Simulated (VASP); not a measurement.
Al, 1 atom in the cell. Symmetry: Fmmm, No. 69, orthorhombic system. The conventional cell has a = 3.213 Å, b = 4.246 Å, c = 4.842 Å, α = 90.00°, β = 90.00°, γ = 90.00°. Al (site symmetry mmm) has 14 Al at 2.66 to 3.22 Å within 3.5 Å.  This cell differs from its parent crystal: strain +0.1312 x Voigt [0, 0, 0, 0, 0, 1].

* Program: VASP 6.6.1
* Task: single point
* Functional: PBEsol
* Potentials or basis: VASP PAW PBE potentials, release 64 (Al)
* Cutoff: 520 eV
* k mesh: 26 × 26 × 26
* Occupations: gaussian, width 0.15 eV
* Spin: no spin polarisation
* Dipole correction: no
* Further INCAR settings: ALGO = Fast; EDIFF = 1e-07; NBANDS = 8

Potentials or basis: VASP PAW PBE potentials, release 64 (Al).

Run with:

```sh
$ cat potpaw_PBE.64/Al/POTCAR > POTCAR
$ mpirun -np 1 vasp_std > vasp.out
```

Hardware: 1 thread of Intel(R) Xeon(R) 6975P-C (Granite Rapids), on a shared host.

Problem. Estimate the wall time of this run.

Solution. It took 110 s on 1 thread of Intel(R) Xeon(R) 6975P-C (Granite Rapids) (shared host), peak memory 0.37 GiB. Counts: scf iterations 11, k points 2471.
